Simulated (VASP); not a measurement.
A run of VASP 6.6.1 is set up as follows.

INCAR

```
PREC = Accurate ; ENCUT = 520
EDIFF = 1E-8 ; ISMEAR = -1
SIGMA = 0.08 ; LREAL = F
LASPH = T ; NELM = 80
ALGO = Normal ; ISIF = 2
LWAVE = F ; LCHARG = F
GGA = PS ; NBANDS = 24
IBRION = 8 ; NSW = 1
```

Contents of KPOINTS:

```
Automatic mesh
0
Gamma
  8 8 8
```

File POSCAR:

```
LiGa
1.0
    0.0000000000      3.0763451632      3.0763451632
    3.0763451632      0.0000000000      3.0763451632
    3.0763451632      3.0763451632      0.0000000000
Li Ga
2 2
Direct
    0.0000000000      0.0000000000      0.0000000000
    0.2500000000      0.2500000000      0.2500000000
    0.5000000000      0.5000000000      0.5000000000
    0.7500000000      0.7500000000      0.7500000000
```

Potentials or basis: VASP PAW PBE potentials, release 64 (Li_sv, Ga_d).

The run is started by

```bash
$ cat potpaw_PBE.64/Li_sv/POTCAR potpaw_PBE.64/Ga_d/POTCAR > POTCAR
$ mpirun -np 1 vasp_std > vasp.out
```

Problem. What does it give for the highest phonon frequency at Γ?

Solution. 371 cm⁻¹.

Phonon frequencies in cm⁻¹ (negative: imaginary):
```
              q point                                   frequencies
(0.000, 0.000, 0.000)  -1 -1 -1 171 171 171 253 253 253 371 371 371
```
